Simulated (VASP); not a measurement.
## KCl: single point with HSE06

The system is KCl.

```
K Cl
1.0
     0.00000    3.23856    3.23856
     3.23856    0.00000    3.23856
     3.23856    3.23856    0.00000
K Cl
1 1
Direct
  0.00000 0.00000 0.00000
  0.50000 0.50000 0.50000
```

This cell differs from its parent crystal: strain +3.0%.

- Program: VASP 6.6.1
- Task: single point
- Functional: HSE06
- Potentials or basis: VASP PAW PBE potentials, release 64 (K_sv, Cl)
- Cutoff: 520 eV
- k mesh: 6 × 6 × 6
- Occupations: gaussian, width 0.01 eV
- Spin: no spin polarisation

* Pressure: -0.9 GPa
* Band gap on the k mesh: 6.19 eV

Levels at points of the mesh, in eV from the valence-band top:
```csv
k point,band 6,band 7,band 8,band 9,band 10,band 11
"(0.00, 0.00, 0.00)",0.00,0.00,0.00,6.19,9.83,9.83
"(0.50, 0.00, 0.00)",-0.95,-0.27,-0.27,8.62,9.71,11.99
"(0.50, 0.50, 0.00)",-0.63,-0.22,-0.22,7.93,9.40,10.95
```

Run time: 65 min on 1 thread of AMD EPYC 7R43 64-Core Processor (Zen 3) (shared host), peak memory 0.31 GiB.

Caveat: the cell differs from its parent crystal (strain +3.0%); the PAW data sets were made with another functional, which shifts forces and pressure a little.
